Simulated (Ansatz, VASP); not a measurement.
**RbBr in VASP and in Ansatz**

```
Rb Br
1.0
     4.07009    0.00000    0.00000
     0.00000    4.07009    0.00000
     0.00000    0.00000    4.07009
Rb Br
1 1
Cartesian
  -0.0100 -0.0100 -0.0100
  2.0350 2.0350 2.0350
```

Change from the starting cell: atom 1 moved by [-0.01, -0.01, -0.01] A.

Alike in both runs: task single point; functional PBEsol; k mesh 6 × 6 × 6; no spin polarisation.

|  | VASP | Ansatz |
| --- | --- | --- |
| version | VASP 6.6.1 | Ansatz 0.2.0 |
| potentials or method | VASP PAW PBE potentials, release 64 (Rb_sv, Br), cutoff 520 eV | all-electron LAPW, scalar-relativistic |
| occupations | gaussian, width 0.01 eV | fixed |

VASP gave:

- gap on the k mesh at the Fermi level (eV): 4.04
- pressure (GPa): 0.1
- rms of the force components (eV/Å): 0.009

Task: Which values does Ansatz return?

Result: gap on the k mesh at the Fermi level (eV): 4.04; pressure (GPa): 0.0; rms of the force components (eV/Å): 0.009.

VASP's potentials were made for PBE, not for PBEsol. Atom by atom the forces differ by 0.000 eV/Å (rms over components). Ansatz ran all-electron here, and VASP with PAW potentials.
